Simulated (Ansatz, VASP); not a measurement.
# BaTiO3: VASP beside Ansatz

Contents of INCAR:

```
PREC = Accurate
ENCUT = 520
EDIFF = 1E-7
ISMEAR = -1
SIGMA = 0.05
LREAL = False
LASPH = True
NELM = 60
ALGO = Normal
ISIF = 2
LWAVE = False
LCHARG = False
GGA = PS
NBANDS = 28
```

KPOINTS

```
Automatic mesh
0
Gamma
  7 7 7
```

The input POSCAR:

```
BaTiO3
1.0
    4.0636669038      0.0000000000      0.0000000000
    0.0000000000      2.8925396159      2.9009514217
    0.0000000000     -2.8925396159      2.9009514217
Ba Ti O
1 1 3
Direct
    0.0000000000      0.0000000000      0.0000000000
    0.5000000000      0.5124000000      0.5124000000
    0.5000000000      0.9918400000      0.5052400000
    0.5000000000      0.5052400000      0.9918400000
    0.0000000000      0.4874000000      0.4874000000
```

The input input.yaml:

```yaml
crystal:
  lattice:
    - [4.0636669038, 0.0, 0.0]
    - [0.0, 2.8925396159, 2.9009514217]
    - [0.0, -2.8925396159, 2.9009514217]
  atoms:
    - { symbol: Ba, position: [0.0, 0.0, 0.0] }
    - { symbol: Ti, position: [0.5, 0.5124, 0.5124] }
    - { symbol: O, position: [0.5, 0.99184, 0.50524] }
    - { symbol: O, position: [0.5, 0.50524, 0.99184] }
    - { symbol: O, position: [0.0, 0.4874, 0.4874] }
kpoints:
  mp_grid: { grid: [7, 7, 7] }
scf:
  occupations: { method: fermi_dirac, width: 0.05 }
hamiltonian:
  xc: pbesol
  pseudopotentials: { kind: all_electron, lapw: { basis_error: 0.002 } }
output:
  forces: true
  stress: true
  eigenvalues: true
```

Change from the starting cell: volume scaled by 1.06.

Alike in both runs: task single point; functional PBEsol; k mesh 7 × 7 × 7; occupations fermi-dirac, width 0.05 eV; no spin polarisation.

```csv
,VASP,Ansatz
version,VASP 6.6.1,Ansatz 0.2.0
potentials or method,"VASP PAW PBE potentials, release 64 (Ba_sv, Ti_sv, O), cutoff 520 eV","all-electron LAPW, scalar-relativistic"
```

|  | VASP | Ansatz | Ansatz less VASP |
| --- | --- | --- | --- |
| gap on the k mesh at the Fermi level (eV) | 1.76 | 1.81 | +0.052 |
| least direct gap on the mesh (eV) | 1.94 | 1.96 | +0.019 |
| pressure (GPa) | -10.7 | -12.1 | -1.43 |
| traceless stress, the component that is largest in VASP (GPa) | -0.32 | -0.32 | -0.004 |
| rms of the force components (eV/Å) | 0.221 | 0.229 | +0.0079 |

VASP's potentials were made for PBE, not for PBEsol. Atom by atom the forces differ by 0.011 eV/Å (rms over components). Ansatz ran all-electron here, and VASP with PAW potentials.

Neither program's run includes spin-orbit coupling.
